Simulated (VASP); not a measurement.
A run of VASP 6.6.1:

File INCAR:

```
PREC = Accurate
ENCUT = 520
EDIFF = 1E-7
ISMEAR = 0
SIGMA = 0.02
LREAL = F
LASPH = T
NELM = 100
ALGO = Normal
ISIF = 2
LWAVE = F
LCHARG = F
GGA = PE
IVDW = 12
NBANDS = 44
```

The input KPOINTS:

```
regular mesh
0
Gamma
  6 6 6
```

The input POSCAR:

```
CO2
1.0
    5.2842646486      0.0000000000      0.0000000000
    0.0000000000      5.2842646486      0.0000000000
    0.0000000000      0.0000000000      5.2842646486
C O
4 8
Direct
    0.0000000000      0.0000000000      0.0000000000
    0.5000000000      0.0000000000      0.5000000000
    0.5000000000      0.5000000000      0.0000000000
    0.0000000000      0.5000000000      0.5000000000
    0.1274132568      0.1274132568      0.1274132568
    0.3725867432      0.8725867432      0.6274132568
    0.6274132568      0.3725867432      0.8725867432
    0.8725867432      0.6274132568      0.3725867432
    0.8725867432      0.8725867432      0.8725867432
    0.6274132568      0.1274132568      0.3725867432
    0.3725867432      0.6274132568      0.1274132568
    0.1274132568      0.3725867432      0.6274132568
```

Potentials or basis: VASP PAW PBE potentials, release 64 (C, O).

The run is started by

```bash
$ cat potpaw_PBE.64/C/POTCAR potpaw_PBE.64/O/POTCAR > POTCAR
$ mpirun -np 1 vasp_std > vasp.out
```

Hardware: 1 thread of Intel Xeon 6975P-C (shared host).

**Question.** Estimate the wall time of this run.

**Answer.** Wall time 2.3 min on 1 thread of Intel Xeon 6975P-C (shared host), peak memory 0.3 GiB. Counts: scf iterations 14, k points 24.
